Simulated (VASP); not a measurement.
# Ca2SeI2 (P6/mmm) in VASP: a series of runs

Runs on Ca2SeI2. Level: PBE. Tasks: single point.

All numbers are computed with VASP 6.6.1; they aren't measurements. Logs are shortened: lines on timing, memory, paths and dates and some standing lists are left out, and cuts for length are marked.

### 1 The cell of the first run

It takes space group P6/mmm (No. 191, hexagonal). Conventional cell: a = 4.966 Å, b = 4.966 Å, c = 8.225 Å, α = 90.00°, β = 90.00°, γ = 120.00°. Within 3.8 Å of Ca (site symmetry -6m2) lie 3 Ca at 2.87 Å and 3 Se at 2.87 Å and 6 I at 3.56 Å. Se (site symmetry 6/mmm) has 2 I at 2.11 Å within 2.8 Å. I (site symmetry 6mm) has 1 Se at 2.11 Å within 2.8 Å.

### 2 Single point, PBE

Input file INCAR:

```
SYSTEM = Ca2SeI2
PREC     = Accurate       ! precision mode
ENCUT    = 520            ! plane-wave cutoff, eV
EDIFF    = 1E-6           ! SCF threshold, eV
ISMEAR   = 0              ! smearing method
SIGMA    = 0.1            ! smearing width, eV
LREAL    = .FALSE.        ! projectors in reciprocal space
LASPH    = .TRUE.         ! aspherical terms in the spheres
NELM     = 100            ! most SCF steps
ALGO     = Normal         ! electronic algorithm
ISIF     = 2              ! what is computed and relaxed
LWAVE    = .FALSE.        ! write WAVECAR
LCHARG   = .FALSE.        ! write CHGCAR
GGA      = PE             ! functional
NBANDS   = 28             ! bands
```

Input file KPOINTS:

```
Automatic mesh
0
G
  6 6 2
  0 0 0
```

Input file POSCAR:

```
Ca2SeI2
1.0
    4.9659734100      0.0000000000      0.0000000000
   -2.4829867100      4.3006591300      0.0000000000
    0.0000000000      0.0000000000      8.2254723000
Ca Se I
2 1 2
Direct
    0.3333333300      0.6666666700      0.0000000000
    0.6666666700      0.3333333300      0.0000000000
    0.0000000000      0.0000000000      0.0000000000
    0.0000000000      0.0000000000      0.7435712700
    0.0000000000      0.0000000000      0.2564287300
```

Potentials or basis: VASP PAW PBE potentials, release 64 (Ca_sv, Se, I).

The run is started by

```sh
cat potpaw_PBE.64/Ca_sv/POTCAR potpaw_PBE.64/Se/POTCAR potpaw_PBE.64/I/POTCAR > POTCAR
mpirun -np 1 vasp_std > vasp.out
```

OUTCAR:

```text
SYSTEM = Ca2SeI2
   PREC = Accurate
   ENCUT = 520
   EDIFF = 1E-6
   ISMEAR = 0
   LREAL = .FALSE.
   LASPH = .TRUE.
   NELM = 100
   ISIF = 2
   GGA = PE

 ion  position               nearest neighbor table
   1  0.333  0.667  0.000-   2 2.87   2 2.87   3 2.87   3 2.87   3 2.87   2 2.87
   2  0.667  0.333  0.000-   1 2.87   1 2.87   3 2.87   3 2.87   3 2.87   1 2.87
   3  0.000  0.000  0.000-   4 2.11   5 2.11   1 2.87   2 2.87   2 2.87   1 2.87   2 2.87   1 2.87

   4  0.000  0.000  0.744-   3 2.11
   5  0.000  0.000  0.256-   3 2.11

  LATTYP: Found a hexagonal cell.
 ALAT       =     4.9659734100
 C/A-ratio  =     1.6563665612

  Lattice vectors:

 A1 = (   4.9659734100,   0.0000000000,   0.0000000000)
 A2 = (  -2.4829867100,   4.3006591300,   0.0000000000)
 A3 = (   0.0000000000,   0.0000000000,   8.2254723000)

Analysis of symmetry for initial positions (statically):
=====================================================================
 Subroutine PRICEL returns:
 Original cell was already a primitive cell.

 Routine SETGRP: Setting up the symmetry group for a
 hexagonal supercell.

 Subroutine GETGRP returns: Found 24 space group operations
 (whereof 24 operations were pure point group operations)
 out of a pool of 24 trial point group operations.

The static configuration has the point symmetry D_6h.

Analysis of symmetry for dynamics (positions and initial velocities):
=====================================================================
 Subroutine PRICEL returns:
 Original cell was already a primitive cell.

 Routine SETGRP: Setting up the symmetry group for a
 hexagonal supercell.

 Subroutine GETGRP returns: Found 24 space group operations
 (whereof 24 operations were pure point group operations)
 out of a pool of 24 trial point group operations.

The dynamic configuration has the point symmetry D_6h.

 Subroutine INISYM returns: Found 24 space group operations
 (whereof 24 operations are pure point group operations),
 and found     1 'primitive' translations

----------------------------------------------------------------------------------------

                                     Primitive cell

  volume of cell :     175.6711

  direct lattice vectors                    reciprocal lattice vectors
     4.965973410  0.000000000  0.000000000     0.201370390  0.116261249  0.000000000
    -2.482986710  4.300659130  0.000000000     0.000000000  0.232522497  0.000000000
     0.000000000  0.000000000  8.225472300     0.000000000  0.000000000  0.121573566
[... 81 lines left out ...]
   EDIFFG = 0.1E-04   stopping-criterion for IOM
   NSW    =      0    number of steps for IOM
   IBRION =     -1    ionic relax: 0-MD 1-quasi-New 2-CG
   NFREE  =      0    steps in history (QN), initial steepest desc. (CG)
   ISIF   =      2    stress and relaxation
   ISYM   =      2    0-nonsym 1-usesym 2-fastsym
   POTIM  = 0.5000    time-step for ionic-motion
   TEBEG  =    0.0;   TEEND  =   0.0 temperature during run
   PSTRESS=    0.0 pullay stress
   NELECT =      40.0000    total number of electrons
   NUPDOWN=      -1.0000    fix difference up-down
   EMIN   =  10.00;   EMAX   =-10.00  energy-range for DOS
   EFERMI =   0.00;   METHOD = LEGACY
   ISMEAR =     0;   SIGMA  =   0.10  broadening in eV -4-tet -1-fermi 0-gaus
   EFERMI_NEDOS =   21; number of points for ismear=-14 and -15
   IALGO  =     38    algorithm
   IMIX   =      4    mixing-type and parameters
     AMIX     =   0.40;   BMIX     =  1.00
     AMIX_MAG =   1.60;   BMIX_MAG =  1.00
  volume/ion in A,a.u.               =      35.13       237.10
  Fermi-wavevector in a.u.,A,eV,Ry     =   0.999681  1.889123 13.597145  0.999362
  Thomas-Fermi vector in A             =   2.131987
   LORBIT       =      0    0 simple, 1 ext, 2 COOP (PROOUT), +10 PAW based schemes
   GGA     = PE    functional components
   LHFCALC =     F    Hartree Fock is set to
   AEXX    =    0.0000 exact exchange contribution
   IVDW    =     0    specifies the selected vdW correction
   LEPSILON=     F    determine dielectric tensor
   LRPA    =     F    only Hartree local field effects (RPA)
 non-spin polarized calculation
 Gauss-broadening in eV      SIGMA  =   0.10
  energy-cutoff  :      520.00
  volume of cell :      175.67
 maximum number of plane-waves:      4755
 NGX is ok and might be reduce to    40
   NGX = 19   NGY = 19   NGZ = 31

 number of electron      40.0000002 magnetization

 Free energy of the ion-electron system (eV)
  ---------------------------------------------------
  ext. energy  EPLUGINS =         0.00000000
  ---------------------------------------------------
  free energy    TOTEN  =        -3.00717390 eV

  energy without entropy =       -2.99449313  energy(sigma->0) =       -3.00083351

 E-fermi :   4.5143     XC(G=0):  -7.7710

 val. band max:        4.4716668254   @ k =   0.1667   0.1667   0.0000
 cond. band min:       4.5324720187   @ k =   0.1667   0.1667   0.5000
 fundamental gap:      0.0608051933
 Fermi energy:         4.5143359504

 k-point     1 :       0.0000    0.0000    0.0000
  band No.  band energies     occupation
      1     -37.8572      2.00000
      2     -37.5861      2.00000
      3     -19.2375      2.00000
      4     -19.2375      2.00000
      5     -18.9785      2.00000
      6     -18.7266      2.00000
[... 423 lines left out ...]
     27       6.7088      0.00000
     28       7.5731      0.00000

------------------------ aborting loop because EDIFF is reached ----------------------------------------

  FORCE on cell =-STRESS in cart. coord.  units (eV):
  Direction    XX          YY          ZZ          XY          YZ          ZX
  --------------------------------------------------------------------------------------
  -------------------------------------------------------------------------------------
  Total        8.4448164      8.4448164     72.8666700     -0.0000000      0.0000000      0.0000000
  in kB       77.0194719     77.0194720    664.5677304     -0.0000001      0.0000000      0.0000000
  external PRESSURE =     272.8688914 kB  Pullay stress =       0.0000000 kB

 VOLUME and BASIS-vectors are now :
 -----------------------------------------------------------------------------
  energy-cutoff  :      520.00
  volume of cell :      175.67
      direct lattice vectors                 reciprocal lattice vectors
     4.965973410  0.000000000  0.000000000     0.201370390  0.116261249  0.000000000
    -2.482986710  4.300659130  0.000000000     0.000000000  0.232522497  0.000000000
     0.000000000  0.000000000  8.225472300     0.000000000  0.000000000  0.121573566

 POSITION                                       TOTAL-FORCE (eV/Angst)
 -----------------------------------------------------------------------------------
     -0.00000      2.86711      0.00000        -0.000000      0.000000      0.000000
      2.48299      1.43355      0.00000         0.000000     -0.000000      0.000000
      0.00000      0.00000      0.00000         0.000000     -0.000000      0.000000
      0.00000      0.00000      6.11622         0.000000     -0.000000    -16.883694
      0.00000      0.00000      2.10925         0.000000      0.000000     16.883694
 -----------------------------------------------------------------------------------
    total drift:                                0.000000     -0.000000     -0.000000

  FREE ENERGIE OF THE ION-ELECTRON SYSTEM (eV)
  ---------------------------------------------------
  free  energy   TOTEN  =        -3.0071738957 eV

  energy  without entropy=       -2.9944931325  energy(sigma->0) =       -3.00083351
```

OSZICAR:

```text
N       E                     dE             d eps       ncg     rms          rms(c)
DAV:   1     0.353053664002E+03    0.35305E+03   -0.18330E+04   784   0.126E+03
DAV:   2     0.242523016830E+02   -0.32880E+03   -0.32146E+03   928   0.330E+02
DAV:   3    -0.242534099798E+01   -0.26678E+02   -0.25959E+02  1312   0.755E+01
DAV:   4    -0.436281845590E+01   -0.19375E+01   -0.18919E+01  1312   0.184E+01
DAV:   5    -0.442936925935E+01   -0.66551E-01   -0.66458E-01  1188   0.271E+00    0.222E+01
DAV:   6    -0.315963990165E+01    0.12697E+01   -0.38375E+00   992   0.862E+00    0.133E+01
DAV:   7    -0.300779879183E+01    0.15184E+00   -0.11319E+00   936   0.459E+00    0.433E+00
DAV:   8    -0.301071309612E+01   -0.29143E-02   -0.88289E-02  1084   0.155E+00    0.104E+00
DAV:   9    -0.300603638950E+01    0.46767E-02   -0.29259E-02  1020   0.682E-01    0.530E-01
DAV:  10    -0.300701080172E+01   -0.97441E-03   -0.67762E-03   904   0.320E-01    0.255E-01
DAV:  11    -0.300698283747E+01    0.27964E-04   -0.40056E-04  1084   0.944E-02    0.122E-01
DAV:  12    -0.300715565584E+01   -0.17282E-03   -0.17270E-04   896   0.565E-02    0.250E-02
DAV:  13    -0.300715737267E+01   -0.17168E-05   -0.78346E-06   944   0.126E-02    0.835E-03
DAV:  14    -0.300717335188E+01   -0.15979E-04   -0.20262E-05   768   0.174E-02    0.685E-03
DAV:  15    -0.300717389573E+01   -0.54385E-06   -0.10584E-06   736   0.454E-03
   1 F= -.30071739E+01 E0= -.30008335E+01  d E =-.126808E-01
```

stdout:

```text
POSCAR found type information on POSCAR CaSeI
 POSCAR found :  3 types and       5 ions
 scaLAPACK will be used
 LDA part: xc-table for (Slater+PW92), standard interpolation
 POSCAR, INCAR and KPOINTS ok, starting setup
 FFT: planning ... GRIDC
 FFT: planning ... GRID_SOFT
 FFT: planning ... GRID
 WAVECAR not read
 entering main loop
```

It took 52 s on 1 thread of Intel Xeon 6975P-C (Granite Rapids), shared host; peak memory 0.33 GiB.

Results:

- Free energy: -3.0072 eV
- Pressure: 27.3 GPa
- Largest force: 16.884 eV/Å
- Band gap on the k mesh: zero (band 20 reaches 4.53 eV, above the bottom of band 21 at 4.24 eV)

Forces in eV/Å, atoms in the order of the input:
```
Ca    0.000   0.000   0.000
Ca    0.000   0.000   0.000
Se    0.000   0.000   0.000
I     0.000   0.000 -16.884
I     0.000   0.000  16.884
```

Stress tensor (GPa, compression positive):
```
 7.70  0.00  0.00
 0.00  7.70  0.00
 0.00  0.00 66.46
```

Caveat: the k points lie up to 0.38 Å⁻¹ apart; spin-orbit coupling is left out, which moves the levels of the heavy elements; forces of over 1 eV/Å act on the atoms, so gaps and moduli don't describe the material at rest.

### 3 Single point, PBE

This run uses another cell than the first one, of 46.36 Å³/atom, 1.320 times its volume.

Input file INCAR:

```
SYSTEM = Ca2SeI2
ALGO = Normal ; EDIFF = 1E-6
ENCUT = 520 ; GGA = PE
ISIF = 2 ; ISMEAR = 0
LASPH = .True. ; LCHARG = .False.
LREAL = .False. ; LWAVE = .False.
NBANDS = 28 ; NELM = 80
PREC = Accurate ; SIGMA = 0.1
```

Input file KPOINTS:

```
k-points
0
Gamma
  6 6 2
  0 0 0
```

Input file POSCAR:

```
Ca2SeI2
1.0
    5.2919448514      0.0000000031      0.0000000000
   -2.6459724283      4.5829586752      0.0000000000
    0.0000000000      0.0000000000      9.5586544043
Ca Se I
2 1 2
Direct
    0.3333333333      0.6666666667      0.0000000000
    0.6666666667      0.3333333333      0.0000000000
    0.0000000000      0.0000000000      0.0000000000
    0.0000000000      0.0000000000      0.6704337016
    0.0000000000      0.0000000000      0.3295662984
```

Potentials or basis: VASP PAW PBE potentials, release 64 (Ca_sv, Se, I).

The run is started by

```sh
cat potpaw_PBE.64/Ca_sv/POTCAR potpaw_PBE.64/Se/POTCAR potpaw_PBE.64/I/POTCAR > POTCAR
mpirun -np 1 vasp_std > vasp.out
```

OUTCAR:

```text
SYSTEM = Ca2SeI2
   EDIFF = 1E-6
   ENCUT = 520
   GGA = PE
   ISIF = 2
   ISMEAR = 0
   LASPH = .True.
   LREAL = .False.
   NELM = 80
   PREC = Accurate

 ion  position               nearest neighbor table
   1  0.333  0.667  0.000-   2 3.06   2 3.06   2 3.06
   2  0.667  0.333  0.000-   1 3.06   1 3.06   1 3.06
   3  0.000  0.000  0.000-   4 3.15   5 3.15
   4  0.000  0.000  0.670-   3 3.15   5 3.26
   5  0.000  0.000  0.330-   3 3.15   4 3.26

  LATTYP: Found a hexagonal cell.
[... 624 lines left out ...]
  --------------------------------------------------------------------------------------
  -------------------------------------------------------------------------------------
  Total        0.1722387      0.1722387      0.5075731      0.0000000      0.0000000     -0.0000000
  in kB        1.1903735      1.1903735      3.5079319      0.0000000      0.0000000     -0.0000000
  external PRESSURE =       1.9628929 kB  Pullay stress =       0.0000000 kB

 VOLUME and BASIS-vectors are now :
 -----------------------------------------------------------------------------
  energy-cutoff  :      520.00
  volume of cell :      231.82
      direct lattice vectors                 reciprocal lattice vectors
     5.291944851  0.000000003  0.000000000     0.188966444  0.109099827  0.000000000
    -2.645972428  4.582958675  0.000000000    -0.000000000  0.218199655  0.000000000
     0.000000000  0.000000000  9.558654404     0.000000000  0.000000000  0.104617236

 POSITION                                       TOTAL-FORCE (eV/Angst)
 -----------------------------------------------------------------------------------
     -0.00000      3.05531      0.00000        -0.000000      0.000000      0.000000
      2.64597      1.52765      0.00000         0.000000     -0.000000     -0.000000
      0.00000      0.00000      0.00000        -0.000000      0.000000      0.000000
      0.00000      0.00000      6.40844        -0.000000      0.000000     -0.020574
      0.00000      0.00000      3.15021         0.000000     -0.000000      0.020574
 -----------------------------------------------------------------------------------
    total drift:                                0.000000     -0.000000      0.000000

  FREE ENERGIE OF THE ION-ELECTRON SYSTEM (eV)
  ---------------------------------------------------
  free  energy   TOTEN  =       -12.0608848427 eV

  energy  without entropy=      -12.0457045135  energy(sigma->0) =      -12.05329468
```

OSZICAR:

```text
N       E                     dE             d eps       ncg     rms          rms(c)
DAV:   1     0.313534947610E+03    0.31353E+03   -0.17478E+04   800   0.120E+03
DAV:   2     0.146718819806E+02   -0.29886E+03   -0.29272E+03   944   0.301E+02
DAV:   3    -0.107322499619E+02   -0.25404E+02   -0.24960E+02  1252   0.711E+01
DAV:   4    -0.124326893364E+02   -0.17004E+01   -0.16827E+01  1320   0.170E+01
DAV:   5    -0.124933651955E+02   -0.60676E-01   -0.60620E-01  1168   0.241E+00    0.697E+00
DAV:   6    -0.121183165104E+02    0.37505E+00   -0.51354E-01   988   0.268E+00    0.419E+00
DAV:   7    -0.120524836859E+02    0.65833E-01   -0.35103E-01  1048   0.272E+00    0.858E-01
DAV:   8    -0.120585179733E+02   -0.60343E-02   -0.48582E-02  1028   0.885E-01    0.195E-01
DAV:   9    -0.120593444738E+02   -0.82650E-03   -0.45374E-03  1068   0.300E-01    0.132E-01
DAV:  10    -0.120605456950E+02   -0.12012E-02   -0.14398E-03  1028   0.157E-01    0.610E-02
DAV:  11    -0.120608670293E+02   -0.32133E-03   -0.69026E-04   944   0.125E-01    0.147E-02
DAV:  12    -0.120608779416E+02   -0.10912E-04   -0.26222E-05  1240   0.219E-02    0.867E-03
DAV:  13    -0.120608826954E+02   -0.47538E-05   -0.76789E-06   816   0.115E-02    0.480E-03
DAV:  14    -0.120608844549E+02   -0.17595E-05   -0.53941E-06   876   0.102E-02    0.125E-03
DAV:  15    -0.120608848427E+02   -0.38783E-06   -0.25059E-07   532   0.278E-03
   1 F= -.12060885E+02 E0= -.12053295E+02  d E =-.151803E-01
```

stdout:

```text
POSCAR found type information on POSCAR CaSeI
 POSCAR found :  3 types and       5 ions
 scaLAPACK will be used
 LDA part: xc-table for (Slater+PW92), standard interpolation
 POSCAR, INCAR and KPOINTS ok, starting setup
 FFT: planning ... GRIDC
 FFT: planning ... GRID_SOFT
 FFT: planning ... GRID
 WAVECAR not read
 entering main loop
```

Run time: 62 s. Hardware: 1 thread of Intel Xeon 6975P-C (Granite Rapids), shared host; peak memory 0.37 GiB.

What came out:

| Property | Result |
| --- | --- |
| Free energy | -12.0609 eV |
| Pressure | 0.2 GPa |
| Largest force | 0.021 eV/Å |
| Band gap on the k mesh | zero (band 20 reaches 1.89 eV, above the bottom of band 21 at 1.24 eV) |

Forces in eV/Å, atoms in the order of the input:
```
Ca   0.000  0.000  0.000
Ca   0.000  0.000  0.000
Se   0.000  0.000  0.000
I    0.000  0.000 -0.021
I    0.000  0.000  0.021
```

Caveat: spin-orbit coupling is left out, which moves the levels of the heavy elements.
